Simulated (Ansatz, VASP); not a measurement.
One calculation of Ta4C3, two programs

File INCAR:

```
ALGO = Normal
EDIFF = 1E-7
ENCUT = 520
GGA = PS
ISIF = 2
ISMEAR = 0
LASPH = True
LCHARG = False
LREAL = False
LWAVE = False
NBANDS = 37
NELM = 60
PREC = Accurate
SIGMA = 0.15
```

File KPOINTS:

```
k-points
0
Gamma
  14 14 4
```

The input POSCAR:

```
Ta4C3
1.0
   -3.1032734570      0.0000000000      0.0000000000
   -1.5516367285     -2.6875136487      0.0000000000
    0.0000000000      0.8958378829     10.1645109918
Ta C
4 3
Direct
    0.2786888969      0.3733722062      0.1893666186
    0.1531441998      0.6244616004      0.9426348013
   -0.1394340481      0.2096180962      0.6981042887
    0.5681762811      0.7943974378      0.4524423133
    0.2140782474      0.5025935053      0.5770305159
    0.9673664624      0.9960170753      0.0573012258
   -0.0768950444      0.0845400888      0.3228702664
```

Input for Ansatz:

```yaml
crystal:
  lattice:
    - [-3.103273457, 0.0, 0.0]
    - [-1.5516367285, -2.6875136487, 0.0]
    - [0.0, 0.8958378829, 10.1645109918]
  atoms:
    - { symbol: Ta, position: [0.2786888969, 0.3733722062, 0.1893666186] }
    - { symbol: Ta, position: [0.1531441998, 0.6244616004, 0.9426348013] }
    - { symbol: Ta, position: [-0.1394340481, 0.2096180962, 0.6981042887] }
    - { symbol: Ta, position: [0.5681762811, 0.7943974378, 0.4524423133] }
    - { symbol: C, position: [0.2140782474, 0.5025935053, 0.5770305159] }
    - { symbol: C, position: [0.9673664624, 0.9960170753, 0.0573012258] }
    - { symbol: C, position: [-0.0768950444, 0.0845400888, 0.3228702664] }
basis:
  ecutwfc: 420
kpoints:
  mp_grid: { grid: [14, 14, 4] }
hamiltonian:
  xc: pbesol
scf:
  occupations: { method: gaussian, width: 0.15 }
output:
  forces: true
  stress: true
  eigenvalues: true
```

Alike in both runs: task single point; functional PBEsol; k mesh 14 × 14 × 4; occupations gaussian, width 0.15 eV; no spin polarisation.

```csv
,VASP,Ansatz
version,VASP 6.6.1,Ansatz 0.2.0
potentials or method,"VASP PAW PBE potentials, release 64 (Ta_pv, C), cutoff 520 eV","scalar-relativistic, plane waves, PAW"
valence electrons in the cell,56,64
```

|  | VASP | Ansatz | Ansatz less VASP |
| --- | --- | --- | --- |
| gap on the k mesh at the Fermi level (eV) | none | none | - |
| rms of the force components (eV/Å) | 10.785 | 9.998 | -0.7873 |

VASP's potentials were made for PBE, not for PBEsol. Atom by atom the forces differ by 0.790 eV/Å (rms over components). A gap of «none» marks a metal or a gap that the smearing closes. VASP's potentials hold 56 valence electrons a cell and Ansatz's 64, so a difference there can come from the potentials and not from the codes.

Spin-orbit coupling is off throughout.
